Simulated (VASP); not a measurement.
Input of a VASP 6.6.1 run:

The input INCAR:

```
PREC = Accurate
ENCUT = 520
EDIFF = 1E-6
ISMEAR = 0
SIGMA = 0.1
LREAL = F
LASPH = T
NELM = 100
ALGO = Fast
ISIF = 2
LWAVE = F
LCHARG = F
GGA = PE
NBANDS = 14
```

The input KPOINTS:

```
regular mesh
0
Gamma
  18 18 18
```

The input POSCAR:

```
Rh
1.0
    0.0000000000      1.9813364215      1.9813364215
    1.9813364215      0.0000000000      1.9813364215
    1.9813364215      1.9813364215      0.0000000000
Rh
1
Direct
    0.0000000000      0.0000000000      0.0000000000
```

Potentials or basis: VASP PAW PBE potentials, release 64 (Rh_pv).

The run is started by

```console
$ cat potpaw_PBE.64/Rh_pv/POTCAR > POTCAR
$ mpirun -np 1 vasp_std > vasp.out
```

Predict the pressure.

-20.1 GPa.

Caveat: the cell differs from its parent crystal (strained).
